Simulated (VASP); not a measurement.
# Li (R-3m) in VASP: a series of runs

Runs on Li. Level: PBE. Tasks: single point.

Program: VASP 6.6.1. These are calculated values, not measurements. Logs are shortened: lines on timing, memory, paths and dates and some standing lists are left out, and cuts for length are marked.

**1. The cell of the first run**

The structure is trigonal, space group R-3m (No. 166). The conventional cell has a = 3.106 Å, b = 3.106 Å, c = 22.671 Å, α = 90.00°, β = 90.00°, γ = 120.00°. Li (site symmetry -3m) has 12 Li at 3.09 to 3.11 Å within 4.1 Å. Li (site symmetry 3m) has 12 Li at 3.09 to 3.11 Å within 4.1 Å.

**2. Single point, PBE (21.04 Å³/atom)**

The input, INCAR:

```
SYSTEM = Li
PREC     = Accurate       ! precision mode
ENCUT    = 520            ! plane-wave cutoff, eV
EDIFF    = 1E-6           ! SCF threshold, eV
ISMEAR   = -1             ! smearing method
SIGMA    = 0.1            ! smearing width, eV
LREAL    = .False.        ! projectors in reciprocal space
LASPH    = .True.         ! aspherical terms in the spheres
NELM     = 100            ! most SCF steps
ALGO     = Normal         ! electronic algorithm
ISIF     = 2              ! what is computed and relaxed
LWAVE    = .False.        ! write WAVECAR
LCHARG   = .True.         ! write CHGCAR
GGA      = PE             ! functional
LELF     = .True.         ! ELF
LVHAR    = .True.       
NBANDS   = 12             ! bands
```

The input, KPOINTS:

```
Automatic mesh
0
Gamma
  16 16 16
  0 0 0
```

The input, POSCAR:

```
Li
1.0
    1.5528177438      0.8965197424      7.5571236181
   -1.5528177438      0.8965197424      7.5571236181
    0.0000000000     -1.7930394848      7.5571236181
Li
3
Direct
    0.0000000000      1.0000000000      1.0000000000
    0.2221855009      0.2221855009      0.2221855009
    0.7778144991      0.7778144991      0.7778144991
```

Potentials or basis: VASP PAW PBE potentials, release 64 (Li_sv).

Launch:

```
$ cat potpaw_PBE.64/Li_sv/POTCAR > POTCAR
$ mpirun -np 1 vasp_std > vasp.out
```

OUTCAR:

```text
SYSTEM = Li
   PREC = Accurate
   ENCUT = 520
   EDIFF = 1E-6
   ISMEAR = -1
   LREAL = .False.
   LASPH = .True.
   NELM = 100
   ISIF = 2
   GGA = PE

 ion  position               nearest neighbor table
   1  0.000  0.000  0.000-
   2  0.222  0.222  0.222-
   3  0.778  0.778  0.778-

  LATTYP: Found a trigonal (rhomboedric) cell.
 ALAT       =     7.7669239711
 COS(alpha) =     0.9200583960

  Lattice vectors:

 A1 = (   1.5528177438,   0.8965197424,   7.5571236181)
 A2 = (  -1.5528177438,   0.8965197424,   7.5571236181)
 A3 = (   0.0000000000,  -1.7930394848,   7.5571236181)

Analysis of symmetry for initial positions (statically):
=====================================================================
 Subroutine PRICEL returns:
 Original cell was already a primitive cell.

 Routine SETGRP: Setting up the symmetry group for a
 trigonal (rhombohedral) supercell.

 Subroutine GETGRP returns: Found 12 space group operations
 (whereof 12 operations were pure point group operations)
 out of a pool of 12 trial point group operations.

The static configuration has the point symmetry D_3d.

Analysis of symmetry for dynamics (positions and initial velocities):
=====================================================================
 Subroutine PRICEL returns:
 Original cell was already a primitive cell.

 Routine SETGRP: Setting up the symmetry group for a
 trigonal (rhombohedral) supercell.

 Subroutine GETGRP returns: Found 12 space group operations
 (whereof 12 operations were pure point group operations)
 out of a pool of 12 trial point group operations.

The dynamic configuration has the point symmetry D_3d.

 Subroutine INISYM returns: Found 12 space group operations
 (whereof 12 operations are pure point group operations),
 and found     1 'primitive' translations

----------------------------------------------------------------------------------------

                                     Primitive cell

  volume of cell :      63.1231

  direct lattice vectors                    reciprocal lattice vectors
     1.552817744  0.896519742  7.557123618     0.321995290  0.185904067  0.044108493
    -1.552817744  0.896519742  7.557123618    -0.321995290  0.185904067  0.044108493
     0.000000000 -1.793039485  7.557123618     0.000000000 -0.371808135  0.044108493

  length of vectors
     7.766923971  7.766923971  7.766923971     0.374415342  0.374415342  0.374415342

  position of ions in fractional coordinates (direct lattice)
     0.000000000  0.000000000  0.000000000
     0.222185501  0.222185501  0.222185501
     0.777814499  0.777814499  0.777814499

  ion indices of the primitive-cell ions
   primitive index   ion index
                 1           1
                 2           2
                 3           3

----------------------------------------------------------------------------------------

 KPOINTS: Automatic mesh

Automatic generation of k-mesh.
 Grid dimensions read from file:
 generate k-points for:   16   16   16

 Generating k-lattice:

  Cartesian coordinates                     Fractional coordinates (reciprocal lattice)
     0.020124706  0.011619004  0.002756781     0.062500000  0.000000000 -0.000000000
    -0.020124706  0.011619004  0.002756781     0.000000000  0.062500000 -0.000000000
     0.000000000 -0.023238008  0.002756781    -0.000000000 -0.000000000  0.062500000

  Length of vectors
     0.023400959  0.023400959  0.023400959

  Shift w.r.t. Gamma in fractional coordinates (k-lattice)
     0.000000000  0.000000000  0.000000000

 Subroutine IBZKPT returns following result:
 ===========================================

 Found    417 irreducible k-points:

 Following reciprocal coordinates:
            Coordinates               Weight
  0.000000  0.000000  0.000000      1.000000
  0.062500  0.000000  0.000000      6.000000
  0.125000  0.000000  0.000000      6.000000
  0.187500 -0.000000  0.000000      6.000000
  0.250000  0.000000  0.000000      6.000000
  0.312500  0.000000  0.000000      6.000000
[... 16 lines left out ...]
 -0.125000  0.062500 -0.000000     12.000000
 -0.062500  0.062500  0.000000      6.000000
 [... further k-points ...]
   k-points           NKPTS =    417   k-points in BZ     NKDIM =    417   number of bands    NBANDS=     12
   number of dos      NEDOS =    301   number of ions     NIONS =      3
   total plane-waves  NPLWV = 216000
   dimension x,y,z NGX =    60 NGY =   60 NGZ =   60
   dimension x,y,z NGXF=   120 NGYF=  120 NGZF=  120
   ions per type =               3
   NGX,Y,Z   is equivalent  to a cutoff of  12.84, 12.84, 12.84 a.u.
   NGXF,Y,Z  is equivalent  to a cutoff of  25.69, 25.69, 25.69 a.u.
 SYSTEM =  Li
   PREC   = accura    normal or accurate (medium, high low for compatibility)
   ISTART =      0    job   : 0-new  1-cont  2-samecut
   ICHARG =      2    charge: 1-file 2-atom 10-const
   ISPIN  =      1    spin polarized calculation?
   LNONCOLLINEAR =      F non collinear calculations
   LSORBIT =      F    spin-orbit coupling
   LASPH  =      T    aspherical Exc in radial PAW
   ENCUT  =  520.0 eV  38.22 Ry    6.18 a.u.  14.44 14.44 14.44*2*pi/ulx,y,z
   NELM   =    100;   NELMIN=  2; NELMDL= -5     # of ELM steps
   EDIFF  = 0.1E-05   stopping-criterion for ELM
   LREAL  =      F    real-space projection
   EDIFFG = 0.1E-04   stopping-criterion for IOM
   NSW    =      0    number of steps for IOM
   IBRION =     -1    ionic relax: 0-MD 1-quasi-New 2-CG
   NFREE  =      0    steps in history (QN), initial steepest desc. (CG)
   ISIF   =      2    stress and relaxation
   ISYM   =      2    0-nonsym 1-usesym 2-fastsym
   POTIM  = 0.5000    time-step for ionic-motion
   TEBEG  =    0.0;   TEEND  =   0.0 temperature during run
   PSTRESS=    0.0 pullay stress
   NELECT =       9.0000    total number of electrons
   NUPDOWN=      -1.0000    fix difference up-down
   EMIN   =  10.00;   EMAX   =-10.00  energy-range for DOS
   EFERMI =   0.00;   METHOD = LEGACY
   ISMEAR =    -1;   SIGMA  =   0.10  broadening in eV -4-tet -1-fermi 0-gaus
   EFERMI_NEDOS =   21; number of points for ismear=-14 and -15
   IALGO  =     38    algorithm
   IMIX   =      4    mixing-type and parameters
     AMIX     =   0.40;   BMIX     =  1.00
     AMIX_MAG =   1.60;   BMIX_MAG =  1.00
  volume/ion in A,a.u.               =      21.04       141.99
  Fermi-wavevector in a.u.,A,eV,Ry     =   0.855250  1.616188  9.952011  0.731452
  Thomas-Fermi vector in A             =   1.971970
   LORBIT       =      0    0 simple, 1 ext, 2 COOP (PROOUT), +10 PAW based schemes
   GGA     = PE    functional components
   LHFCALC =     F    Hartree Fock is set to
   AEXX    =    0.0000 exact exchange contribution
   IVDW    =     0    specifies the selected vdW correction
   LEPSILON=     F    determine dielectric tensor
   LRPA    =     F    only Hartree local field effects (RPA)
 non-spin polarized calculation
  energy-cutoff  :      520.00
  volume of cell :       63.12
 maximum number of plane-waves:      1716
 NGX is ok and might be reduce to    60
   NGX = 29   NGY = 29   NGZ = 29

 number of electron       9.0000013 magnetization

 Free energy of the ion-electron system (eV)
  ---------------------------------------------------
  ext. energy  EPLUGINS =         0.00000000
  ---------------------------------------------------
  free energy    TOTEN  =        -5.74077700 eV

  energy without entropy =       -5.69454692  energy(sigma->0) =       -5.71766196

 E-fermi :   0.5172     XC(G=0):  -6.9540

 val. band max:        0.5106632887   @ k =  -0.0625   0.2500   0.0625
 cond. band min:       0.5207787114   @ k =   0.3750   0.2500   0.1875
 fundamental gap:      0.0101154227
 Fermi energy:         0.5171830215

 k-point     1 :       0.0000    0.0000    0.0000
  band No.  band energies     occupation
      1     -46.0702      2.00000
      2     -46.0591      2.00000
      3     -46.0575      2.00000
      4      -2.9891      2.00000
      5      -1.0384      2.00000
      6      -1.0380      2.00000
      7       6.1316      0.00000
      8       6.1347      0.00000
      9      12.9361      0.00000
     10      12.9361      0.00000
     11      13.0677      0.00000
     12      13.0677      0.00000

 k-point     2 :       0.0625    0.0000    0.0000
  band No.  band energies     occupation
      1     -46.0697      2.00000
      2     -46.0588      2.00000
      3     -46.0572      2.00000
      4      -2.9273      2.00000
      5      -1.0512      2.00000
      6      -0.8940      2.00000
      7       5.9951      0.00000
      8       6.3450      0.00000
      9      12.1443      0.00000
     10      12.4146      0.00000
     11      12.7684      0.00000
     12      12.8280      0.00000

 k-point     3 :       0.1250    0.0000    0.0000
  band No.  band energies     occupation
      1     -46.0682      2.00000
      2     -46.0580      2.00000
      3     -46.0562      2.00000
      4      -2.7418      2.00000
      5      -0.9354      2.00000
      6      -0.6177      1.99998
      7       5.9179      0.00000
      8       6.6284      0.00000
      9      10.7001      0.00000
     10      11.6119      0.00000
     11      11.6448      0.00000
     12      12.1351      0.00000
[... 286 lines left out ...]
 k-point    23 :      -0.1250    0.0625   -0.0000
  band No.  band energies     occupation
      1     -46.0669      2.00000
      2     -46.0570      2.00000
      3     -46.0554      2.00000
      4      -2.5610      2.00000
      5      -0.6657      1.99999
      6      -0.5052      1.99993
      7       6.1715      0.00000
      8       6.5419      0.00000
      9       9.9288      0.00000
     10      10.6074      0.00000
     11      10.7899      0.00000
     12      11.4848      0.00000

 k-point    24 :      -0.0625    0.0625    0.0000
  band No.  band energies     occupation
      1     -46.0687      2.00000
      2     -46.0581      2.00000
      3     -46.0566      2.00000
      4      -2.8062      2.00000
      5      -0.8438      2.00000
      6      -0.8433      2.00000
      7       6.2364      0.00000
      8       6.2370      0.00000
      9      11.3789      0.00000
     10      11.4904      0.00000
     11      12.0347      0.00000
     12      12.2161      0.00000

 [... further k-points ...]

------------------------ aborting loop because EDIFF is reached ----------------------------------------

  FORCE on cell =-STRESS in cart. coord.  units (eV):
  Direction    XX          YY          ZZ          XY          YZ          ZX
  --------------------------------------------------------------------------------------
  -------------------------------------------------------------------------------------
  Total       -0.2415352     -0.2415352     -0.1684946      0.0000000      0.0000000     -0.0000000
  in kB       -6.1305980     -6.1305980     -4.2766966      0.0000000      0.0000000     -0.0000000
  external PRESSURE =      -5.5126308 kB  Pullay stress =       0.0000000 kB

 VOLUME and BASIS-vectors are now :
 -----------------------------------------------------------------------------
  energy-cutoff  :      520.00
  volume of cell :       63.12
      direct lattice vectors                 reciprocal lattice vectors
     1.552817744  0.896519742  7.557123618     0.321995290  0.185904067  0.044108493
    -1.552817744  0.896519742  7.557123618    -0.321995290  0.185904067  0.044108493
     0.000000000 -1.793039485  7.557123618     0.000000000 -0.371808135  0.044108493

 POSITION                                       TOTAL-FORCE (eV/Angst)
 -----------------------------------------------------------------------------------
      0.00000      0.00000      0.00000         0.000000      0.000000      0.000000
      0.00000      0.00000      5.03725         0.000000      0.000000      0.002078
      0.00000      0.00000     17.63412         0.000000     -0.000000     -0.002078
 -----------------------------------------------------------------------------------
    total drift:                               -0.000000      0.000000     -0.000000

  FREE ENERGIE OF THE ION-ELECTRON SYSTEM (eV)
  ---------------------------------------------------
  free  energy   TOTEN  =        -5.7407770042 eV

  energy  without entropy=       -5.6945469213  energy(sigma->0) =       -5.71766196
```

It took 8 min on 1 thread of Intel Xeon 6975P-C (Granite Rapids), shared host; peak memory 0.6 GiB.

What came out:

| Item | Value |
| --- | --- |
| Free energy | -5.7408 eV |
| Band gap on the k mesh | zero (an odd number of electrons rules out a gap without spin polarisation) |

Forces in eV/Å, atoms in the order of the input:
```
Li   0.000  0.000  0.000
Li   0.000  0.000  0.002
Li   0.000  0.000 -0.002
```

Caveat: the cutoff is under 1.25 times the usual one of these potentials, so pressure, stress and relaxed cells hold a basis-set (Pulay) error.

(Part 1 of 2 ends here.)
